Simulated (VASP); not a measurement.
Here is a VASP 6.6.1 calculation.

INCAR

```
SYSTEM = W
ALGO = Normal
EDIFF = 1E-7
ENCUT = 520
GGA = PS
ISIF = 2
ISMEAR = 0
LASPH = .True.
LCHARG = .True.
LELF = .True.
LREAL = .False.
LVHAR = .True.
LWAVE = .False.
NBANDS = 21
NELM = 80
PREC = Accurate
SIGMA = 0.1
```

The input KPOINTS:

```
k-points
0
Gamma
  16 16 16
  0 0 0
```

Contents of POSCAR:

```
W
1.0
    3.0596981359      0.0000000000      0.0000000000
    0.0000000000      3.0596981359      0.0000000000
    0.0000000000      0.0000000000      3.0596981359
W
2
Direct
    0.0000000000      0.0000000000      0.0000000000
    0.5000000000      0.5000000000      0.5000000000
```

Potentials or basis: VASP PAW PBE potentials, release 64 (W_sv).

Launch:

```sh
$ cat potpaw_PBE.64/W_sv/POTCAR > POTCAR
$ mpirun -np 1 vasp_std > vasp.out
```

Question: What does it give for the band gap on the k mesh?

Answer: Zero (band 14 reaches 13.92 eV, above the bottom of band 15 at 12.20 eV).

Question: Estimate the pressure.

Answer: 36.8 GPa.

Caveat: the cell differs from its parent crystal (equal strain along all axes, cell held: -3.0 %); the PAW data sets were made with another functional, which shifts forces and pressure a little; spin-orbit coupling is left out, which moves the levels of the heavy elements.
